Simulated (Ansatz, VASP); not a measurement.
Bi in VASP and in Ansatz

Contents of INCAR:

```
SYSTEM = Bi
PREC = Accurate
ENCUT = 600
EDIFF = 1E-6
ISMEAR = 0
SIGMA = 0.1
LREAL = .False.
LASPH = .True.
NELM = 100
ALGO = Normal
ISIF = 3
LWAVE = .False.
LCHARG = .False.
GGA = PE
IBRION = 2
NSW = 90
EDIFFG = -0.04
```

The input KPOINTS:

```
Automatic mesh
0
Gamma
  4 4 4
  0 0 0
```

The input POSCAR:

```
Bi
1.0
    0.0000000000      3.5043151423      3.5043151423
    3.5043151423      0.0000000000      3.5043151423
    3.5043151423      3.5043151423      0.0000000000
Bi
2
Direct
    0.0000000000      0.0000000000      0.0000000000
    0.2500000000      0.2500000000      0.2500000000
```

Input for Ansatz:

```yaml
crystal:
  lattice:
    - [0.0, 3.5043151423, 3.5043151423]
    - [3.5043151423, 0.0, 3.5043151423]
    - [3.5043151423, 3.5043151423, 0.0]
  atoms:
    - { symbol: Bi, position: [0.0, 0.0, 0.0] }
    - { symbol: Bi, position: [0.25, 0.25, 0.25] }
basis:
  ecutwfc: 420
kpoints:
  mp_grid: { grid: [4, 4, 4] }
hamiltonian:
  xc: pbe
scf:
  occupations: { method: gaussian, width: 0.1 }
  lower_state_search: "off"
output:
  forces: true
  stress: true
  eigenvalues: true
relax:
  adjacent_minimum: "off"
  f_tol: 0.04
  max_steps: 70
  cell: { stress_tol: 0.4 }
```

Alike in both runs: task relaxation of cell and atoms; functional PBE; k mesh 4 × 4 × 4; occupations gaussian, width 0.1 eV; no spin polarisation.

```csv
,VASP,Ansatz
version,VASP 6.6.1,Ansatz 0.2.0
potentials or method,"VASP PAW PBE potentials, release 64 (Bi_d), cutoff 600 eV","scalar-relativistic, plane waves, PAW"
valence electrons in the cell,30,30
```

VASP gave:

- gap on the k mesh at the Fermi level, each at its own relaxed structure (eV): none
- relaxed volume (Å³/atom): 47.48
- relaxed cell length with the largest relative difference (Å): 5.121

Task: What did Ansatz give for the same quantities?

Result: gap on the k mesh at the Fermi level, each at its own relaxed structure (eV): none; relaxed volume (Å³/atom): 47.87; relaxed cell length with the largest relative difference (Å): 5.135.

A gap of «none» marks a metal or a gap that the smearing closes.

The k mesh is coarse, so the values compare programs but aren't converged. Neither program's run includes spin-orbit coupling.
